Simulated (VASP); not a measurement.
The system is NaH.

```xyz
4
Lattice="3.2113 0.0000 0.0000 -1.6056 2.7810 0.0000 0.0000 0.0000 4.0139" Properties=species:S:1:pos:R:3 pbc="T T T"
Na    0.0000    1.8540    1.0035
Na    1.6056    0.9270    3.0104
H     1.6056    0.9270    1.0035
H     0.0000    1.8540    3.0104
```

```yaml
Program: VASP 6.6.1
Task: relaxation of cell and atoms
Functional: PBE
Potentials_or_basis: VASP PAW PBE potentials, release 64 (Na_pv, H)
Cutoff: 600 eV
k_mesh: 12 × 12 × 6
Occupations: fermi-dirac, width 0.02 eV
Spin: no spin polarisation
```

At the start: pressure 37.8 GPa; volume 8.96 Å³/atom.

Task: Where does the relaxation end?

Result: Over 11 steps the energy falls by 540.5 meV/atom and the volume is 16.29 Å³/atom (+81.8 %); space group P6_3/mmc (No. 194, to 0.1 Å) before and after.

The path:
| step | energy change (eV) | largest force (eV/Å) | pressure (GPa) | volume (Å³) |
| --- | --- | --- | --- | --- |
| 1 | 0.0000 | 0.0000 | 37.77 | 35.85 |
| 2 | -1.6769 | 0.0000 | 11.42 | 47.96 |
| 3 | -2.0897 | 0.0000 | 3.63 | 57.58 |
| 4 | -1.9966 | 0.0000 | -3.01 | 80.50 |
| 5 | -2.1568 | 0.0000 | -0.68 | 67.57 |
| 6 | -2.1617 | 0.0000 | -0.20 | 65.70 |
| 7 | -2.1618 | 0.0000 | 0.16 | 64.98 |
| 8 | -2.1619 | 0.0000 | 0.09 | 64.98 |
| 9 | -2.1619 | 0.0000 | 0.09 | 64.98 |
| 10 | -2.1619 | 0.0000 | 0.05 | 65.05 |
| 11 | -2.1620 | 0.0000 | 0.02 | 65.15 |

Final structure:
```yaml
crystal:
  lattice:
    - [3.93962, 0.00000, 0.00000]
    - [-1.96981, 3.41181, 0.00000]
    - [0.00000, 0.00000, 4.84726]
  atoms:
    - { symbol: Na, position: [0.33333, 0.66667, 0.25000] }
    - { symbol: Na, position: [0.66667, 0.33333, 0.75000] }
    - { symbol: H, position: [0.66667, 0.33333, 0.25000] }
    - { symbol: H, position: [0.33333, 0.66667, 0.75000] }
```

Caveat: the volume moved by over 15 % at a fixed basis, so the end points are rough.
